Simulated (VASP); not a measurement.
Set up this calculation in VASP 6.6.1, as the native input.

```
Task                   : single point
Functional             : PBE
Potentials or basis    : VASP PAW PBE potentials, release 64 (Mg)
Cutoff                 : 600 eV
k mesh                 : 6 × 6 × 6
Occupations            : gaussian, width 0.1 eV
Spin                   : no spin polarisation
Dipole correction      : no
Further INCAR settings : ALGO = Normal; EDIFF = 1e-06; NBANDS = 7
```

The structure of Mg lies in POSCAR:

```
Mg
1.0
    3.0502998005      0.0000000000      0.0000000000
   -1.5251499003      2.6416371164      0.0000000000
    0.0000000000      0.0000000000      3.0448375700
Mg
1
Direct
    0.0000000000      0.0000000000      0.0000000000
```

This isn't the form of Mg at room conditions, which is hcp.

The input as run:

INCAR

```
PREC = Accurate ; ENCUT = 600
EDIFF = 1E-6 ; ISMEAR = 0
SIGMA = 0.1 ; LREAL = F
LASPH = T ; NELM = 120
ALGO = Normal ; ISIF = 2
LWAVE = F ; LCHARG = F
GGA = PE ; NBANDS = 7
GGA_COMPAT = F
```

KPOINTS

```
Automatic mesh
0
Gamma
  6 6 6
```

Potentials or basis: VASP PAW PBE potentials, release 64 (Mg).

Run with:

```sh
$ cat potpaw_PBE.64/Mg/POTCAR > POTCAR
$ mpirun -np 1 vasp_std > vasp.out
```

Results of the run:

```yaml
Pressure: 0.9 GPa
Band_gap_on_the_k_mesh: zero (bands 1 and 2 overlap by 5.38 eV)
```

Caveat: the k points lie up to 0.40 Å⁻¹ apart, too coarse for converged energies and pressures of a metal.

Wall time 2.7 s on 1 thread of AMD EPYC 9R45 96-Core Processor (Zen 5) (shared host), peak memory 0.1 GiB.
